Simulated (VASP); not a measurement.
Si5P13: single point with PBE

The system is Si5P13.

```xyz
18
Lattice="7.0479 0.0446 0.1734 0.0446 7.0511 -0.0313 0.1734 -0.0313 7.0376" Properties=species:S:1:pos:R:3 pbc="T T T"
Si    5.4590    2.9094    3.8117
Si    3.1129    4.7143    5.4120
Si    1.2802    3.5793    1.6680
Si    3.3496    2.6262    6.3855
Si    5.7081    5.4485    2.9797
P     5.5392    6.3654    5.3660
P     3.8154    0.1921    4.1206
P     2.8759    1.7598    1.9672
P     4.5589    7.0681    0.1975
P     0.7826    1.8921    3.4589
P     0.9665    5.4633    3.1221
P     1.1087    5.8998    5.6108
P     6.3889    3.5892    0.4086
P     7.0227    6.7309    1.8384
P     7.0460    3.7533    5.3439
P     4.7833    2.4077    1.0059
P     3.4317    4.1950    3.3331
P     2.1407    0.2247    6.9290
```

| Property | Result |
| --- | --- |
| Program | VASP 6.6.1 |
| Task | single point |
| Functional | PBE |
| Potentials or basis | VASP PAW PBE potentials, release 64 (Si, P) |
| Cutoff | 520 eV |
| k mesh | 3 × 3 × 3 |
| Occupations | fermi-dirac, width 0.2585 eV |
| Spin | no spin polarisation |

* Pressure: -0.6 GPa
* Largest force: 2.067 eV/Å
* Band gap on the k mesh: zero (an odd number of electrons rules out a gap without spin polarisation)

Forces in eV/Å, atoms in the order of the input:
```
Si  -0.172 -0.321 -0.126
Si   0.178  1.163  0.681
Si  -0.298 -0.754  0.562
Si  -0.150 -1.214  0.234
Si  -1.717 -0.643  0.762
P   -0.777  0.172 -0.550
P    0.767  0.157 -0.103
P   -1.397 -0.192  0.788
P   -0.684  0.218  0.877
P   -0.507  0.562 -0.722
P    0.983 -0.458 -0.317
P    0.108 -0.525 -0.448
P    1.324  0.861  0.198
P    0.615  1.760 -0.893
P    0.059 -0.462 -0.065
P   -0.200 -1.382 -0.579
P    0.543 -0.142 -1.119
P    1.324  1.200  0.820
```

Stress tensor (GPa, compression positive):
```
-0.61  0.89 -0.62
 0.89 -1.34 -1.13
-0.62 -1.13  0.05
```

Levels at points of the mesh, in eV from the Fermi level:
| k point | band 39 | band 40 | band 41 | band 42 | band 43 | band 44 | band 45 | band 46 |
| --- | --- | --- | --- | --- | --- | --- | --- | --- |
| (0.00, 0.00, 0.00) | -0.51 | -0.37 | -0.33 | -0.23 | 0.01 | 0.27 | 0.38 | 0.52 |

Run time: 8 min on 1 thread of Intel(R) Xeon(R) Platinum 8124M CPU @ 3.00GHz (Skylake/Cascade Lake), with other jobs on the host, peak memory 0.48 GiB.

Caveat: the atoms stand as in a frame of molecular dynamics; so wide a smearing shifts energies and pressures; an odd number of electrons without spin polarisation forces a metal; a magnetic or distorted state may lie lower.
